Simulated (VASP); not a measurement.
Set up this calculation in VASP 6.6.1, as the native input.

```yaml
Task: single point
Functional: PBE
Potentials_or_basis: VASP PAW PBE potentials, release 64 (Te, Pb_d, Se)
Cutoff: 520 eV
k_mesh: 2 × 4 × 6
Occupations: gaussian, width 0.02 eV
Spin: no spin polarisation
Dipole_correction: no
Further_INCAR_settings: ALGO = Normal; EDIFF = 1e-06; NBANDS = 72
```

The structure of Te2Pb3Se lies in POSCAR:

```
Te2Pb3Se
1.0
   13.6717595708      0.0000000000      0.0000000000
    0.0000000000      6.5205971496      0.0000000000
    0.0000000000      0.0000000000      4.5538141738
Te Pb Se
4 6 2
Direct
    0.8289841276      0.2508750669      0.7502446827
    0.1710158724      0.2508750669      0.7502446827
    0.6710158724      0.7491249331      0.2502446827
    0.3289841276      0.7491249331      0.2502446827
    0.8428876557      0.7512849832      0.7499418183
    0.5000000000      0.7785396118      0.7500338936
    0.1571123443      0.7512849832      0.7499418183
    0.0000000000      0.2214603882      0.2500338936
    0.6571123443      0.2487150168      0.2499418183
    0.3428876557      0.2487150168      0.2499418183
    0.5000000000      0.2366301402      0.7502558721
    0.0000000000      0.7633698598      0.2502558721
```

One way to write it, as run:

INCAR

```
SYSTEM = Te2Pb3Se
PREC = Accurate
ENCUT = 520
EDIFF = 1E-6
ISMEAR = 0
SIGMA = 0.02
LREAL = .False.
LASPH = .True.
NELM = 80
ALGO = Normal
ISIF = 2
LWAVE = .False.
LCHARG = .False.
GGA = PE
NBANDS = 72
```

KPOINTS

```
Automatic mesh
0
Gamma
  2 4 6
  0 0 0
```

Potentials or basis: VASP PAW PBE potentials, release 64 (Te, Pb_d, Se).

Command:

```bash
$ cat potpaw_PBE.64/Te/POTCAR potpaw_PBE.64/Pb_d/POTCAR potpaw_PBE.64/Se/POTCAR > POTCAR
$ mpirun -np 1 vasp_std > vasp.out
```

Results of the run:

```json
{"Pressure": "0.0 GPa", "Largest force": "0.003 eV/Å", "Band gap on the k mesh": "0.71 eV"}
```

Caveat: spin-orbit coupling is left out, which moves the levels of the heavy elements.

It took 25 min on 1 thread of Oxide Virtual Turin-like Processor, with other jobs on the host, peak memory 0.76 GiB.
